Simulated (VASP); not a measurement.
Runs of VASP 6.6.1 on FeSi (nc). The structure is that of space group P2_13 (No. 198), or close to it. The cells are those of the table. 

| task | cell | k mesh | cutoff (eV) | smearing | gap on the mesh (eV) | pressure (GPa) | largest force (eV/Å) |
| --- | --- | --- | --- | --- | --- | --- | --- |
| relaxation of the atoms | atoms relaxed from a = 4.535 Å, 8 atoms | 8 × 8 × 8 | 520 | gaussian 0.01 eV | 0.16 | -10.9 | - |
| relaxation of cell and atoms | relaxed from a = 4.449 Å, 8 atoms | 8 × 8 × 8 | 600 | gaussian 0.01 eV | 0.16 | 0.0 | - |
| single point | a = 4.449 Å, 8 atoms | 4 × 4 × 4 | 520 | gaussian 0.1 eV | (a) | 0.2 | 0.09 |
| single point | a = 4.448 Å, 8 atoms | 8 × 8 × 8 | 520 | gaussian 0.01 eV | 0.16 | 0.2 | 0.03 |

Alike in all rows: level PBE; potentials or basis VASP PAW PBE potentials, release 64 (Fe, Si); no spin polarisation.

**Question.** Fill in the values left out.

**Answer.** (a) 0.17.

A k mesh can miss the band edges.
